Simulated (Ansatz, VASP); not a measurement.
## Co: VASP beside Ansatz

```
CELL_PARAMETERS angstrom
2.47056 0.00000 0.00000
-1.23528 2.13957 0.00000
0.00000 0.00000 27.13235
ATOMIC_POSITIONS crystal
Co 0.33333 0.66667 0.27642
Co 0.00000 0.00000 0.35095
Co 0.66667 0.33333 0.42547
Co 0.00000 0.00000 0.50000
Co 0.33333 0.66667 0.57453
Co 0.00000 0.00000 0.64905
Co 0.66667 0.33333 0.72358
```

Alike in both runs: functional revPBE; k mesh 12 × 12 × 1; occupations fermi-dirac, width 0.05 eV; collinear spin.

```csv
,VASP,Ansatz
version,VASP 6.6.1,Ansatz 0.2.0
potentials or method,"VASP PAW PBE potentials, release 64 (Co)",Ansatz PAW
plane-wave cutoff (eV),520,420
valence electrons in the cell,63,119
task,single point,band structure
```

```csv
,VASP,Ansatz,Ansatz less VASP
gap on the k mesh at the Fermi level (eV),none,none,-
rms of the force components (eV/Å),0.121,0.123,+0.0025
net moment per atom (μB),1.70,1.71,+0.010
size of the moment on the site where the two differ most (μB),1.67,1.73,+0.066
"work function, face that differs most (eV)",4.91,4.94,+0.034
```

VASP's potentials were made for PBE, not for revPBE. Site moments also hang on the region over which each program counts them. Atom by atom the forces differ by 0.008 eV/Å (rms over components). A gap of «none» marks a metal or a gap that the smearing closes. With one functional, cell and mesh, what is left measures potentials, basis and numerics. VASP's potentials hold 63 valence electrons a cell and Ansatz's 119, so a difference there can come from the potentials and not from the codes.
